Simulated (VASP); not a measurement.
# SiB26As27 (a cell with a defect) in VASP: single point with PBE

Aim: the single point of SiB26As27 (a cell with a defect) with PBE.

Program: VASP 6.6.1. These are calculated values, not measurements. Logs are shortened: lines on timing, memory, paths and dates and some standing lists are left out, and cuts for length are marked.

### Step 1. The cell of the first run

The cell holds a defect, 54 atoms: a = 10.134 Å, b = 10.134 Å, c = 10.134 Å, α = 60.00°, β = 60.00°, γ = 60.00°.

### Step 2. Single point, PBE

The input, INCAR:

```
SYSTEM = SiB26As27
  PREC = Accurate
  ENCUT = 520
  EDIFF = 1E-7
  ISMEAR = -1
  SIGMA = 0.01
  LREAL = Auto
  LASPH = .True.
  NELM = 60
  ALGO = Normal
  ISIF = 2
  LWAVE = .False.
  LCHARG = .False.
  GGA = PE
  NBANDS = 142
  NELECT = 216.0
```

The input, KPOINTS:

```
Automatic mesh
0
Gamma
  2 2 2
  0 0 0
```

The input, POSCAR:

```
SiB26As27
1.0
    0.0000000000      7.1655000000      7.1655000000
    7.1655000000      0.0000000000      7.1655000000
    7.1655000000      7.1655000000      0.0000000000
Si B As
1 26 27
Direct
    0.0000000000      0.0000000000      0.0000000000
   -0.0008786665     -0.0008786665      0.3377049849
   -0.0008786665     -0.0008786665      0.6640523480
   -0.0008786665      0.3377049849     -0.0008786665
   -0.0006096207      0.3335365402      0.3335365402
   -0.0008786665      0.3377049849      0.6640523480
   -0.0008786665      0.6640523480     -0.0008786665
   -0.0008786665      0.6640523480      0.3377049849
   -0.0002858776      0.6667619592      0.6667619592
    0.3377049849     -0.0008786665     -0.0008786665
    0.3335365402     -0.0006096207      0.3335365402
    0.3377049849     -0.0008786665      0.6640523480
    0.3335365402      0.3335365402     -0.0006096207
    0.3335365402      0.3335365402      0.3335365402
    0.3336122871      0.3336122871      0.6663877129
    0.3377049849      0.6640523480     -0.0008786665
    0.3336122871      0.6663877129      0.3336122871
    0.3336122871      0.6663877129      0.6663877129
    0.6640523480     -0.0008786665     -0.0008786665
    0.6640523480     -0.0008786665      0.3377049849
    0.6667619592     -0.0002858776      0.6667619592
    0.6640523480      0.3377049849     -0.0008786665
    0.6663877129      0.3336122871      0.3336122871
    0.6663877129      0.3336122871      0.6663877129
    0.6667619592      0.6667619592     -0.0002858776
    0.6663877129      0.6663877129      0.3336122871
    0.6667619592      0.6667619592      0.6667619592
    0.0911959216      0.0911959216      0.0911959216
    0.0832875055      0.0832875055      0.4167124945
    0.0911959216      0.0911959216      0.7264122351
    0.0832875055      0.4167124945      0.0832875055
    0.0832875055      0.4167124945      0.4167124945
    0.0840919321      0.4170129673      0.7494475503
    0.0911959216      0.7264122351      0.0911959216
    0.0840919321      0.7494475503      0.4170129673
    0.0840919321      0.7494475503      0.7494475503
    0.4167124945      0.0832875055      0.0832875055
    0.4167124945      0.0832875055      0.4167124945
    0.4170129673      0.0840919321      0.7494475503
    0.4167124945      0.4167124945      0.0832875055
    0.4167485487      0.4167485487      0.4167485487
    0.4167485487      0.4167485487      0.7497543538
    0.4170129673      0.7494475503      0.0840919321
    0.4167485487      0.7497543538      0.4167485487
    0.4170129673      0.7494475503      0.7494475503
    0.7264122351      0.0911959216      0.0911959216
    0.7494475503      0.0840919321      0.4170129673
    0.7494475503      0.0840919321      0.7494475503
    0.7494475503      0.4170129673      0.0840919321
    0.7497543538      0.4167485487      0.4167485487
    0.7494475503      0.4170129673      0.7494475503
    0.7494475503      0.7494475503      0.0840919321
    0.7494475503      0.7494475503      0.4170129673
    0.7500000000      0.7500000000      0.7500000000
```

Potentials or basis: VASP PAW PBE potentials, release 64 (Si, B, As).

Launch:

```console
$ cat potpaw_PBE.64/Si/POTCAR potpaw_PBE.64/B/POTCAR potpaw_PBE.64/As/POTCAR > POTCAR
$ mpirun -np 1 vasp_std > vasp.out
```

OUTCAR:

```text
SYSTEM = SiB26As27
   PREC = Accurate
   ENCUT = 520
   EDIFF = 1E-7
   ISMEAR = -1
   LREAL = Auto
   LASPH = .True.
   NELM = 60
   ISIF = 2
   GGA = PE
   NELECT = 216.0

 ion  position               nearest neighbor table
   1  0.000  0.000  0.000-  28 2.26  30 2.26  34 2.26  46 2.26
   2  0.999  0.999  0.338-  29 2.05  28 2.05  35 2.07  47 2.07
   3  0.999  0.999  0.664-  29 2.05  30 2.05  36 2.07  48 2.07
   4  0.999  0.338  0.999-  31 2.05  28 2.05  33 2.07  49 2.07
   5  0.999  0.334  0.334-  50 2.07  31 2.07  29 2.07  32 2.07
   6  0.999  0.338  0.664-  32 2.05  30 2.05  51 2.07  33 2.07
[... 46 lines left out ...]
  53  0.749  0.749  0.417-  26 2.06  20 2.07   8 2.07  27 2.07
  54  0.750  0.750  0.750-  27 2.07  21 2.07  25 2.07   9 2.07

  LATTYP: Found a face centered cubic cell.
 ALAT       =    14.3310000000

  Lattice vectors:

 A1 = (   0.0000000000,   7.1655000000,   7.1655000000)
 A2 = (   7.1655000000,   0.0000000000,   7.1655000000)
 A3 = (   7.1655000000,   7.1655000000,   0.0000000000)

Analysis of symmetry for initial positions (statically):
=====================================================================
 Subroutine PRICEL returns:
 Original cell was already a primitive cell.

 Routine SETGRP: Setting up the symmetry group for a
 face centered cubic supercell.

 Subroutine GETGRP returns: Found 24 space group operations
 (whereof 24 operations were pure point group operations)
 out of a pool of 48 trial point group operations.

The static configuration has the point symmetry T_d .

Analysis of symmetry for dynamics (positions and initial velocities):
=====================================================================
 Subroutine PRICEL returns:
 Original cell was already a primitive cell.

 Routine SETGRP: Setting up the symmetry group for a
 face centered cubic supercell.

 Subroutine GETGRP returns: Found 24 space group operations
 (whereof 24 operations were pure point group operations)
 out of a pool of 48 trial point group operations.

The dynamic configuration has the point symmetry T_d .

 Subroutine INISYM returns: Found 24 space group operations
 (whereof 24 operations are pure point group operations),
 and found     1 'primitive' translations

----------------------------------------------------------------------------------------

                                     Primitive cell

  volume of cell :     735.8165

  direct lattice vectors                    reciprocal lattice vectors
     0.000000000  7.165500000  7.165500000    -0.069778801  0.069778801  0.069778801
     7.165500000  0.000000000  7.165500000     0.069778801 -0.069778801  0.069778801
     7.165500000  7.165500000  0.000000000     0.069778801  0.069778801 -0.069778801

  length of vectors
    10.133547281 10.133547281 10.133547281     0.120860429  0.120860429  0.120860429

  position of ions in fractional coordinates (direct lattice)
     0.000000000  0.000000000  0.000000000
     0.999121333  0.999121333  0.337704985
     0.999121333  0.999121333  0.664052348
     0.999121333  0.337704985  0.999121333
     0.999390379  0.333536540  0.333536540
     0.999121333  0.337704985  0.664052348
[... 46 lines left out ...]
     0.749447550  0.749447550  0.417012967
     0.750000000  0.750000000  0.750000000

  ion indices of the primitive-cell ions
   primitive index   ion index
                 1           1
                 2           2
                 3           3
                 4           4
                 5           5
                 6           6
[... 46 lines left out ...]
                53          53
                54          54

----------------------------------------------------------------------------------------

 KPOINTS: Automatic mesh

Automatic generation of k-mesh.
 Grid dimensions read from file:
 generate k-points for:    2    2    2

 Generating k-lattice:

  Cartesian coordinates                     Fractional coordinates (reciprocal lattice)
    -0.034889401  0.034889401  0.034889401     0.500000000  0.000000000  0.000000000
     0.034889401 -0.034889401  0.034889401     0.000000000  0.500000000  0.000000000
     0.034889401  0.034889401 -0.034889401     0.000000000  0.000000000  0.500000000

  Length of vectors
     0.060430214  0.060430214  0.060430214

  Shift w.r.t. Gamma in fractional coordinates (k-lattice)
     0.000000000  0.000000000  0.000000000

 Subroutine IBZKPT returns following result:
 ===========================================

 Found      3 irreducible k-points:

 Following reciprocal coordinates:
            Coordinates               Weight
  0.000000  0.000000  0.000000      1.000000
  0.500000  0.000000  0.000000      4.000000
  0.500000  0.500000  0.000000      3.000000
   k-points           NKPTS =      3   k-points in BZ     NKDIM =      3   number of bands    NBANDS=    142
   number of dos      NEDOS =    301   number of ions     NIONS =     54
   total plane-waves  NPLWV = 512000
   dimension x,y,z NGX =    80 NGY =   80 NGZ =   80
   dimension x,y,z NGXF=   160 NGYF=  160 NGZF=  160
   ions per type =               1  26  27
   NGX,Y,Z   is equivalent  to a cutoff of  13.12, 13.12, 13.12 a.u.
   NGXF,Y,Z  is equivalent  to a cutoff of  26.25, 26.25, 26.25 a.u.
 SYSTEM =  SiB26As27
   PREC   = accura    normal or accurate (medium, high low for compatibility)
   ISTART =      0    job   : 0-new  1-cont  2-samecut
   ICHARG =      2    charge: 1-file 2-atom 10-const
   ISPIN  =      1    spin polarized calculation?
   LNONCOLLINEAR =      F non collinear calculations
   LSORBIT =      F    spin-orbit coupling
   LASPH  =      T    aspherical Exc in radial PAW
   ENCUT  =  520.0 eV  38.22 Ry    6.18 a.u.  18.84 18.84 18.84*2*pi/ulx,y,z
   NELM   =     60;   NELMIN=  2; NELMDL= -5     # of ELM steps
   EDIFF  = 0.1E-06   stopping-criterion for ELM
   LREAL  =      T    real-space projection
   EDIFFG = 0.1E-05   stopping-criterion for IOM
   NSW    =      0    number of steps for IOM
   IBRION =     -1    ionic relax: 0-MD 1-quasi-New 2-CG
   NFREE  =      0    steps in history (QN), initial steepest desc. (CG)
   ISIF   =      2    stress and relaxation
   ISYM   =      2    0-nonsym 1-usesym 2-fastsym
   POTIM  = 0.5000    time-step for ionic-motion
   TEBEG  =    0.0;   TEEND  =   0.0 temperature during run
   PSTRESS=    0.0 pullay stress
   NELECT =     216.0000    total number of electrons
   NUPDOWN=      -1.0000    fix difference up-down
   EMIN   =  10.00;   EMAX   =-10.00  energy-range for DOS
   EFERMI =   0.00;   METHOD = LEGACY
   ISMEAR =    -1;   SIGMA  =   0.01  broadening in eV -4-tet -1-fermi 0-gaus
   EFERMI_NEDOS =   21; number of points for ismear=-14 and -15
   IALGO  =     38    algorithm
   IMIX   =      4    mixing-type and parameters
     AMIX     =   0.40;   BMIX     =  1.00
     AMIX_MAG =   1.60;   BMIX_MAG =  1.00
  volume/ion in A,a.u.               =      13.63        91.95
  Fermi-wavevector in a.u.,A,eV,Ry     =   1.088018  2.056057 16.106360  1.183784
  Thomas-Fermi vector in A             =   2.224191
   LORBIT       =      0    0 simple, 1 ext, 2 COOP (PROOUT), +10 PAW based schemes
   GGA     = PE    functional components
   LHFCALC =     F    Hartree Fock is set to
   AEXX    =    0.0000 exact exchange contribution
   IVDW    =     0    specifies the selected vdW correction
   LEPSILON=     F    determine dielectric tensor
   LRPA    =     F    only Hartree local field effects (RPA)
 non-spin polarized calculation
  energy-cutoff  :      520.00
  volume of cell :      735.82
 maximum number of plane-waves:     19902
 NGX is ok and might be reduce to    80
   NGX = 37   NGY = 37   NGZ = 37

 number of electron     215.9999996 magnetization

 Free energy of the ion-electron system (eV)
  ---------------------------------------------------
  ext. energy  EPLUGINS =         0.00000000
  ---------------------------------------------------
  free energy    TOTEN  =      -311.26066920 eV

  energy without entropy =     -311.26066920  energy(sigma->0) =     -311.26066920

 E-fermi :   6.5217     XC(G=0): -10.5958

 val. band max:        6.2791557446   @ k =   0.0000   0.0000   0.0000
 cond. band min:       7.4532355469   @ k =   0.0000   0.0000   0.0000
 fundamental gap:      1.1740798024
 Fermi energy:         6.5216652121

 k-point     1 :       0.0000    0.0000    0.0000
  band No.  band energies     occupation
      1      -9.1873      2.00000
      2      -7.5568      2.00000
      3      -7.5568      2.00000
      4      -7.5568      2.00000
      5      -7.5374      2.00000
      6      -7.3817      2.00000
[... 112 lines left out ...]
    119       8.6795      0.00000
    120       8.6795      0.00000

 k-point     2 :       0.5000    0.0000    0.0000
  band No.  band energies     occupation
      1      -8.7827      2.00000
      2      -8.6829      2.00000
      3      -7.6506      2.00000
      4      -7.6506      2.00000
      5      -7.6174      2.00000
      6      -7.4878      2.00000
[... 112 lines left out ...]
    119       8.9817      0.00000
    120       8.9817      0.00000

 k-point     3 :       0.5000    0.5000    0.0000
  band No.  band energies     occupation
      1      -8.5985      2.00000
      2      -8.5802      2.00000
      3      -8.0029      2.00000
      4      -8.0029      2.00000
      5      -7.9789      2.00000
      6      -7.9688      2.00000
[... 112 lines left out ...]
    119       9.3444      0.00000
    120       9.3772      0.00000
 [bands above 120 left out]

------------------------ aborting loop because EDIFF is reached ----------------------------------------

  FORCE on cell =-STRESS in cart. coord.  units (eV):
  Direction    XX          YY          ZZ          XY          YZ          ZX
  --------------------------------------------------------------------------------------
  -------------------------------------------------------------------------------------
  Total       17.6275728     17.6275728     17.6275728      0.0000000      0.0000000     -0.0000000
  in kB       38.3825304     38.3825304     38.3825304      0.0000000      0.0000000     -0.0000000
  external PRESSURE =      38.3825304 kB  Pullay stress =       0.0000000 kB

 VOLUME and BASIS-vectors are now :
 -----------------------------------------------------------------------------
  energy-cutoff  :      520.00
  volume of cell :      735.82
      direct lattice vectors                 reciprocal lattice vectors
     0.000000000  7.165500000  7.165500000    -0.069778801  0.069778801  0.069778801
     7.165500000  0.000000000  7.165500000     0.069778801 -0.069778801  0.069778801
     7.165500000  7.165500000  0.000000000     0.069778801  0.069778801 -0.069778801

 POSITION                                       TOTAL-FORCE (eV/Angst)
 -----------------------------------------------------------------------------------
      0.00000      0.00000      0.00000        -0.000000     -0.000000     -0.000000
      9.57903      9.57903     14.31841        -0.002112     -0.002112     -0.005302
     11.91747     11.91747     14.31841         0.002112      0.002112     -0.005302
      9.57903     14.31841      9.57903        -0.002112     -0.005302     -0.002112
      4.77991      9.55109      9.55109         0.003028     -0.003028     -0.003028
      7.17809     11.91747      9.57903         0.005302      0.002112     -0.002112
[... 46 lines left out ...]
      8.35827      8.35827     10.74033        -0.001318     -0.001318     -0.004415
     10.74825     10.74825     10.74825        -0.000000     -0.000000     -0.000000
 -----------------------------------------------------------------------------------
    total drift:                                0.000003      0.000003      0.000003

  FREE ENERGIE OF THE ION-ELECTRON SYSTEM (eV)
  ---------------------------------------------------
  free  energy   TOTEN  =      -311.2606691982 eV

  energy  without entropy=     -311.2606691981  energy(sigma->0) =     -311.26066920
```

Run time: 22 min. Hardware: 1 thread of Oxide Virtual Turin-like, shared host; peak memory 1 GiB.

What came out:

```yaml
Free_energy: -311.2607 eV
Largest_force: 0.013 eV/Å
```

Forces in eV/Å, atoms in the order of the input:
```
Si   0.000  0.000  0.000
B   -0.002 -0.002 -0.005
B    0.002  0.002 -0.005
B   -0.002 -0.005 -0.002
B    0.003 -0.003 -0.003
B    0.005  0.002 -0.002
B    0.002 -0.005  0.002
B    0.005 -0.002  0.002
B    0.003 -0.003 -0.003
B   -0.005 -0.002 -0.002
B   -0.003  0.003 -0.003
B    0.002  0.005 -0.002
B   -0.003 -0.003  0.003
B    0.003  0.003  0.003
B    0.000  0.000 -0.002
B    0.002 -0.002  0.005
B    0.000 -0.002  0.000
B    0.002  0.000  0.000
B   -0.005  0.002  0.002
B   -0.002  0.005  0.002
B   -0.003  0.003 -0.003
B   -0.002  0.002  0.005
B   -0.002  0.000  0.000
B    0.000  0.002  0.000
B   -0.003 -0.003  0.003
B    0.000  0.000  0.002
B    0.003  0.003  0.003
As   0.007  0.007  0.007
As   0.000  0.000  0.006
As  -0.007 -0.007  0.007
As   0.000  0.006  0.000
As  -0.006  0.000  0.000
As  -0.001  0.001  0.004
As  -0.007  0.007 -0.007
As  -0.001  0.004  0.001
As  -0.004  0.001  0.001
As   0.006  0.000  0.000
As   0.000 -0.006  0.000
As   0.001 -0.001  0.004
As   0.000  0.000 -0.006
As   0.002  0.002  0.002
As  -0.002 -0.002  0.002
As   0.001  0.004 -0.001
As  -0.002  0.002 -0.002
As  -0.004 -0.001 -0.001
As   0.007 -0.007 -0.007
As   0.004 -0.001  0.001
As   0.001 -0.004  0.001
As   0.004  0.001 -0.001
As   0.002 -0.002 -0.002
As  -0.001 -0.004 -0.001
As   0.001  0.001 -0.004
As  -0.001 -0.001 -0.004
As   0.000  0.000  0.000
```

Levels at points of the mesh, in eV from the Fermi level:
```csv
k point,band 106,band 107,band 108,band 109,band 110,band 111
"(0.00, 0.00, 0.00)",-0.24,-0.24,-0.24,0.93,0.93,0.93
"(0.50, 0.00, 0.00)",-0.96,-0.89,-0.89,1.32,1.48,1.48
"(0.50, 0.50, 0.00)",-1.11,-1.11,-1.09,1.09,1.11,1.90
```

Caveat: the cell carries a net charge on a neutralising background, which shifts energy and pressure; the cell is charged against a uniform background, so pressure and absolute levels hang on convention.
